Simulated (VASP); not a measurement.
# GaSi16 (a cell with a defect) in VASP: single point with PBE

Aim: the single point of GaSi16 (a cell with a defect) with PBE.

All numbers are computed with VASP 6.6.1; they aren't measurements. Logs are shortened: lines on timing, memory, paths and dates and some standing lists are left out, and cuts for length are marked.

## Step 1: The cell of the first run

The cell holds a defect, 17 atoms: a = 7.679 Å, b = 7.679 Å, c = 7.679 Å, α = 60.00°, β = 60.00°, γ = 60.00°.

## Step 2: Single point, PBE, collinear spin

INCAR

```
ALGO = Normal
EDIFF = 1E-6
ENCUT = 400
GGA = PE
GGA_COMPAT = F
ISIF = 2
ISMEAR = -1
ISPIN = 2
LASPH = T
LCHARG = T
LELF = T
LORBIT = 11
LREAL = F
LVHAR = T
LWAVE = F
MAGMOM = 0 0 0 0 0 0 0 0 0 0 0 0 0 0 0 0 1
NBANDS = 56
NELM = 200
PREC = Accurate
SIGMA = 0.05
```

KPOINTS

```
k-points
0
Gamma
  2 2 2
```

POSCAR

```
GaSi16
1.0
    0.0000000000      5.4300000000      5.4300000000
    5.4300000000      0.0000000000      5.4300000000
    5.4300000000      5.4300000000      0.0000000000
Si Ga
16 1
Direct
   -0.0757274401      0.0625782689      0.0498710866
   -0.0332412523      0.2184346225      0.2104604052
   -0.1913075506      0.0800552486      0.5904788214
   -0.0476795580      0.2146961326      0.6847697974
   -0.1361233886      0.6481491713     -0.0078913444
    0.0346593002      0.6915837937      0.1445119705
   -0.1198066298      0.5858471455      0.5051657459
    0.0041620626      0.7257826888      0.6291712707
    0.3694659300      0.0697974217     -0.0286187845
    0.5470810313      0.1865837937      0.0356077348
    0.2387476980      0.0550828729      0.3469244936
    0.3718692449      0.2416482505      0.6307642726
    0.4255064457      0.5509944751     -0.0511233886
    0.5316482505      0.6726058932      0.0722007366
    0.3429558011      0.5793278085      0.4206169429
    0.4782320442      0.6572928177      0.5680294659
    0.5992633517      0.9889134438      0.4734622468
```

Potentials or basis: VASP PAW PBE potentials, release 64 (Si, Ga_d).

Launch:

```console
$ cat potpaw_PBE.64/Si/POTCAR potpaw_PBE.64/Ga_d/POTCAR > POTCAR
$ mpirun -np 1 vasp_std > vasp.out
```

OUTCAR:

```text
EDIFF = 1E-6
   ENCUT = 400
   GGA = PE
   ISIF = 2
   ISMEAR = -1
   ISPIN = 2
   LASPH = T
   LORBIT = 11
   LREAL = F
   NELM = 200
   PREC = Accurate

 ion  position               nearest neighbor table
   1  0.924  0.063  0.050-   2 2.31   6 2.34   4 2.38  10 2.60  17 2.93
   2  0.967  0.218  0.210-  11 2.30   1 2.31   3 2.40   9 2.67   5 2.74
   3  0.809  0.080  0.590-   8 2.30   4 2.34   2 2.40  17 2.66  11 2.83  12 2.84
   4  0.952  0.215  0.685-   3 2.34   7 2.36   1 2.38  11 2.80  10 2.95  12 3.14
   5  0.864  0.648  0.992-  14 2.23   8 2.29   6 2.36   2 2.74
   6  0.035  0.692  0.145-   7 2.27   1 2.34   5 2.36  13 2.51
   7  0.880  0.586  0.505-   6 2.27   4 2.36   8 2.43  16 2.67  17 2.72
   8  0.004  0.726  0.629-   5 2.29   3 2.30  15 2.30   7 2.43  11 3.08
   9  0.369  0.070  0.971-  12 2.26  10 2.29  11 2.50  14 2.50   2 2.67
  10  0.547  0.187  0.036-   9 2.29  13 2.30  11 2.58   1 2.60   4 2.95
  11  0.239  0.055  0.347-   2 2.30   9 2.50  10 2.58   4 2.80  16 2.81   3 2.83   8 3.08  15 3.13

  12  0.372  0.242  0.631-  15 2.23   9 2.26  17 2.26   3 2.84   4 3.14
  13  0.426  0.551  0.949-  14 2.20  10 2.30  16 2.48   6 2.51
  14  0.532  0.673  0.072-  13 2.20   5 2.23  15 2.24   9 2.50
  15  0.343  0.579  0.421-  12 2.23  14 2.24  16 2.28   8 2.30  11 3.13
  16  0.478  0.657  0.568-  15 2.28  13 2.48   7 2.67  17 2.78  11 2.81
  17  0.599  0.989  0.473-  12 2.26   3 2.66   7 2.72  16 2.78   1 2.93

  LATTYP: Found a face centered cubic cell.
 ALAT       =    10.8600000000

  Lattice vectors:

 A1 = (   0.0000000000,   5.4300000000,   5.4300000000)
 A2 = (   5.4300000000,   0.0000000000,   5.4300000000)
 A3 = (   5.4300000000,   5.4300000000,   0.0000000000)

Analysis of symmetry for initial positions (statically):
=====================================================================
 Subroutine PRICEL returns:
 Original cell was already a primitive cell.

 Routine SETGRP: Setting up the symmetry group for a
 face centered cubic supercell.

 Subroutine GETGRP returns: Found  1 space group operations
 (whereof  1 operations were pure point group operations)
 out of a pool of 48 trial point group operations.

The static configuration has the point symmetry C_1 .

Analysis of symmetry for dynamics (positions and initial velocities):
=====================================================================
 Subroutine PRICEL returns:
 Original cell was already a primitive cell.

 Routine SETGRP: Setting up the symmetry group for a
 face centered cubic supercell.

 Subroutine GETGRP returns: Found  1 space group operations
 (whereof  1 operations were pure point group operations)
 out of a pool of 48 trial point group operations.

The dynamic configuration has the point symmetry C_1 .

Analysis of structural, dynamic, and magnetic symmetry:
=====================================================================
 Subroutine PRICEL returns:
 Original cell was already a primitive cell.

 Routine SETGRP: Setting up the symmetry group for a
 face centered cubic supercell.

 Subroutine GETGRP returns: Found  1 space group operations
 (whereof  1 operations were pure point group operations)
 out of a pool of 48 trial point group operations.

The overall configuration has the point symmetry C_1 .

 Subroutine INISYM returns: Found  1 space group operations
 (whereof  1 operations are pure point group operations),
 and found     1 'primitive' translations

----------------------------------------------------------------------------------------

                                     Primitive cell

  volume of cell :     320.2060

  direct lattice vectors                    reciprocal lattice vectors
     0.000000000  5.430000000  5.430000000    -0.092081031  0.092081031  0.092081031
     5.430000000  0.000000000  5.430000000     0.092081031 -0.092081031  0.092081031
     5.430000000  5.430000000  0.000000000     0.092081031  0.092081031 -0.092081031

  length of vectors
     7.679179644  7.679179644  7.679179644     0.159489025  0.159489025  0.159489025

  position of ions in fractional coordinates (direct lattice)
     0.924272560  0.062578269  0.049871087
[... 75 lines left out ...]
   total plane-waves  NPLWV = 125000
   dimension x,y,z NGX =    50 NGY =   50 NGZ =   50
   dimension x,y,z NGXF=   100 NGYF=  100 NGZF=  100
   ions per type =              16   1
   NGX,Y,Z   is equivalent  to a cutoff of  10.82, 10.82, 10.82 a.u.
   NGXF,Y,Z  is equivalent  to a cutoff of  21.65, 21.65, 21.65 a.u.
 SYSTEM =  unknown system
   PREC   = accura    normal or accurate (medium, high low for compatibility)
   ISTART =      0    job   : 0-new  1-cont  2-samecut
   ICHARG =      2    charge: 1-file 2-atom 10-const
   ISPIN  =      2    spin polarized calculation?
   LNONCOLLINEAR =      F non collinear calculations
   LSORBIT =      F    spin-orbit coupling
   LASPH  =      T    aspherical Exc in radial PAW
   ENCUT  =  400.0 eV  29.40 Ry    5.42 a.u.  12.52 12.52 12.52*2*pi/ulx,y,z
   NELM   =    200;   NELMIN=  2; NELMDL= -5     # of ELM steps
   EDIFF  = 0.1E-05   stopping-criterion for ELM
   LREAL  =      F    real-space projection
   EDIFFG = 0.1E-04   stopping-criterion for IOM
   NSW    =      0    number of steps for IOM
   IBRION =     -1    ionic relax: 0-MD 1-quasi-New 2-CG
   NFREE  =      0    steps in history (QN), initial steepest desc. (CG)
   ISIF   =      2    stress and relaxation
   ISYM   =      2    0-nonsym 1-usesym 2-fastsym
   POTIM  = 0.5000    time-step for ionic-motion
   TEBEG  =    0.0;   TEEND  =   0.0 temperature during run
   PSTRESS=    0.0 pullay stress
   NELECT =      77.0000    total number of electrons
   NUPDOWN=      -1.0000    fix difference up-down
   EMIN   =  10.00;   EMAX   =-10.00  energy-range for DOS
   EFERMI =   0.00;   METHOD = LEGACY
   ISMEAR =    -1;   SIGMA  =   0.05  broadening in eV -4-tet -1-fermi 0-gaus
   EFERMI_NEDOS =   21; number of points for ismear=-14 and -15
   IALGO  =     38    algorithm
   IMIX   =      4    mixing-type and parameters
     AMIX     =   0.40;   BMIX     =  1.00
     AMIX_MAG =   1.60;   BMIX_MAG =  1.00
  volume/ion in A,a.u.               =      18.84       127.11
  Fermi-wavevector in a.u.,A,eV,Ry     =   1.018033  1.923804 14.100962  1.036391
  Thomas-Fermi vector in A             =   2.151468
   LORBIT       =     11    0 simple, 1 ext, 2 COOP (PROOUT), +10 PAW based schemes
   GGA     = PE    functional components
   LHFCALC =     F    Hartree Fock is set to
   AEXX    =    0.0000 exact exchange contribution
   IVDW    =     0    specifies the selected vdW correction
   LEPSILON=     F    determine dielectric tensor
   LRPA    =     F    only Hartree local field effects (RPA)
 spin polarized calculation
  energy-cutoff  :      400.00
  volume of cell :      320.21
 maximum number of plane-waves:      5817
   NGX = 25   NGY = 25   NGZ = 25

 number of electron      77.0000004 magnetization       0.0001913

 number of electron      77.0000004 magnetization      -0.0000090

 Free energy of the ion-electron system (eV)
  ---------------------------------------------------
  ext. energy  EPLUGINS =         0.00000000
  ---------------------------------------------------
  free energy    TOTEN  =       -81.53313331 eV

  energy without entropy =      -81.47796155  energy(sigma->0) =      -81.50554743

 E-fermi :   6.6089     XC(G=0):  -9.8520

 val. band max:        6.5988543233   @ k =   0.0000   0.5000   0.0000
 cond. band min:       6.6482641878   @ k =   0.5000   0.5000   0.5000
 fundamental gap:      0.0494098646
 Fermi energy:         6.6088983949

 spin component 1

 k-point     1 :       0.0000    0.0000    0.0000
  band No.  band energies     occupation
      1      -8.3854      1.00000
      2      -8.3511      1.00000
      3      -8.3385      1.00000
      4      -8.3131      1.00000
      5      -8.2907      1.00000
      6      -6.0715      1.00000
[... 413 lines left out ...]
     49       9.8843      0.00000
     50       9.9873      0.00000
 Fermi energy:         6.6088983949

 spin component 2

 k-point     1 :       0.0000    0.0000    0.0000
  band No.  band energies     occupation
      1      -8.3855      1.00000
      2      -8.3512      1.00000
      3      -8.3387      1.00000
      4      -8.3133      1.00000
      5      -8.2909      1.00000
      6      -6.0715      1.00000
[... 413 lines left out ...]
     49       9.8843      0.00000
     50       9.9873      0.00000
 [bands above 50 left out]

------------------------ aborting loop because EDIFF is reached ----------------------------------------

  FORCE on cell =-STRESS in cart. coord.  units (eV):
  Direction    XX          YY          ZZ          XY          YZ          ZX
  --------------------------------------------------------------------------------------
  -------------------------------------------------------------------------------------
  Total        6.7797282      5.4229425      6.4859101      3.1283599      1.4530166      2.5112782
  in kB       33.9229319     27.1341421     32.4527889     15.6530080      7.2702889     12.5653886
  external PRESSURE =      31.1699543 kB  Pullay stress =       0.0000000 kB

 VOLUME and BASIS-vectors are now :
 -----------------------------------------------------------------------------
  energy-cutoff  :      400.00
  volume of cell :      320.21
      direct lattice vectors                 reciprocal lattice vectors
     0.000000000  5.430000000  5.430000000    -0.092081031  0.092081031  0.092081031
     5.430000000  0.000000000  5.430000000     0.092081031 -0.092081031  0.092081031
     5.430000000  5.430000000  0.000000000     0.092081031  0.092081031 -0.092081031

 POSITION                                       TOTAL-FORCE (eV/Angst)
 -----------------------------------------------------------------------------------
      0.61060      5.28960      5.35860        -0.009501     -0.627697     -0.844804
      2.32890      6.39230      6.43560         0.292847     -1.403195      1.015126
      3.64100      7.59750      4.82590         0.691233     -0.764941     -0.141239
      4.88410      8.88940      6.33690        -0.140609      0.434057      0.819772
      8.90660     10.07800      8.21030        -0.801431      2.049177     -0.463102
      4.54000      0.97290      3.94350        -1.016656     -0.095873      0.998890
[... 9 lines left out ...]
      6.65350      5.68120      6.16590         1.129622      1.024888      1.623615
      7.94070      5.82490      8.62380        -2.155987     -0.523334     -0.316934
 -----------------------------------------------------------------------------------
    total drift:                               -0.000021     -0.000333      0.000054

  FREE ENERGIE OF THE ION-ELECTRON SYSTEM (eV)
  ---------------------------------------------------
  free  energy   TOTEN  =       -81.5331333133 eV

  energy  without entropy=      -81.4779615486  energy(sigma->0) =      -81.50554743

 total charge

# of ion       s       p       d       tot
------------------------------------------
    1        0.767   0.874   0.000   1.641
    2        0.778   0.865   0.000   1.643
    3        0.807   0.838   0.000   1.646
    4        0.789   0.829   0.000   1.618
    5        0.762   0.905   0.000   1.668
    6        0.757   0.903   0.000   1.660
[... 9 lines left out ...]
   16        0.800   0.797   0.000   1.598
   17        1.004   0.648   9.981  11.634
--------------------------------------------------
tot         13.481  14.675   9.981  38.137

 magnetization (x)

# of ion       s       p       d       tot
------------------------------------------
    1        0.000   0.000   0.000   0.000
    2        0.000  -0.000   0.000  -0.000
    3        0.000   0.000   0.000   0.000
    4        0.000   0.000   0.000   0.000
    5        0.000   0.000   0.000   0.000
    6        0.000  -0.000   0.000  -0.000
[... 9 lines left out ...]
   16        0.000  -0.000   0.000   0.000
   17       -0.000  -0.000  -0.000  -0.000
--------------------------------------------------
tot         -0.000  -0.000  -0.000  -0.000
```

It took 8.1 min on 1 thread of Oxide Virtual Turin-like, shared host; peak memory 0.46 GiB.

Results:

```yaml
Free_energy: -81.5331 eV
Pressure: 3.1 GPa
Largest_force: 2.749 eV/Å
Net_moment: 0.00 μB per cell
Valence_electrons_inside_the_program's_atomic_spheres: Si 1.64, 1.65, 1.62, 1.67, 1.66, 1.68, 1.60, 1.70, 1.73 (each value once); Ga 11.63
```

Forces on the atoms (eV/Å):
```
Si  -0.010 -0.628 -0.845
Si   0.293 -1.403  1.015
Si   0.691 -0.765 -0.141
Si  -0.141  0.434  0.820
Si  -0.801  2.049 -0.463
Si  -1.017 -0.096  0.999
Si   0.935  0.008 -0.856
Si  -0.596 -0.641 -0.496
Si  -0.406  0.400 -0.909
Si   0.156  1.486  0.051
Si   0.433  1.789  0.481
Si   0.172 -0.261 -0.928
Si  -0.636 -2.290 -1.381
Si   1.231 -0.896  1.486
Si   0.722  0.312 -0.138
Si   1.130  1.025  1.624
Ga  -2.156 -0.523 -0.317
```

Caveat: the k points lie up to 0.50 Å⁻¹ apart; the atoms stand as in a frame of molecular dynamics.
